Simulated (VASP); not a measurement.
Write the native input for VASP 6.6.1 that does the following.

* Task: single point
* Functional: PBE
* Potentials or basis: VASP PAW PBE potentials, release 64 (Hf_pv, O)
* Cutoff: 520 eV
* k mesh: 5 × 5 × 5
* Occupations: fermi-dirac, width 0.02 eV
* Spin: no spin polarisation
* Dipole correction: no
* Further INCAR settings: ALGO = Normal; EDIFF = 1e-06; NBANDS = 56

The structure of HfO2 lies in POSCAR:

```
HfO2
1.0
    5.0941750112      0.0000000000      0.0000000000
    0.0000000000      5.1506447000      0.0000000000
   -0.8761689838      0.0000000000      5.2029534954
Hf O
4 8
Direct
    0.2773095308      0.4582083167      0.7078986079
    0.7226904692      0.9582083167      0.7921013921
    0.7226904692      0.5417916833      0.2921013921
    0.2773095308      0.0417916833      0.2078986079
    0.4449843058      0.7414305866      0.9813545042
    0.5550156942      0.2414305866      0.5186454958
    0.5550156942      0.2585694134      0.0186454958
    0.4449843058      0.7585694134      0.4813545042
    0.0740740189      0.3420751970      0.3364162418
    0.9259259811      0.8420751970      0.1635837582
    0.9259259811      0.6579248030      0.6635837582
    0.0740740189      0.1579248030      0.8364162418
```

These files were run (other wordings do the same):

INCAR

```
  PREC = Accurate
  ENCUT = 520
  EDIFF = 1E-6
  ISMEAR = -1
  SIGMA = 0.02
  LREAL = False
  LASPH = True
  NELM = 100
  ALGO = Normal
  ISIF = 2
  LWAVE = False
  LCHARG = False
  GGA = PE
  NBANDS = 56
```

KPOINTS

```
Automatic mesh
0
Gamma
  5 5 5
```

Potentials or basis: VASP PAW PBE potentials, release 64 (Hf_pv, O).

Launch:

```bash
$ cat potpaw_PBE.64/Hf_pv/POTCAR potpaw_PBE.64/O/POTCAR > POTCAR
$ mpirun -np 1 vasp_std > vasp.out
```

It gave:

| Quantity | Value |
| --- | --- |
| Pressure | 4.8 GPa |
| Largest force | 0.079 eV/Å |
| Band gap on the k mesh | 4.08 eV (least direct gap 4.14 eV) |

Caveat: the cell stands under pressure; spin-orbit coupling is left out, which moves the levels of the heavy elements.

It took 8 min on 1 thread of Intel Xeon 8259CL (shared host), peak memory 0.38 GiB.
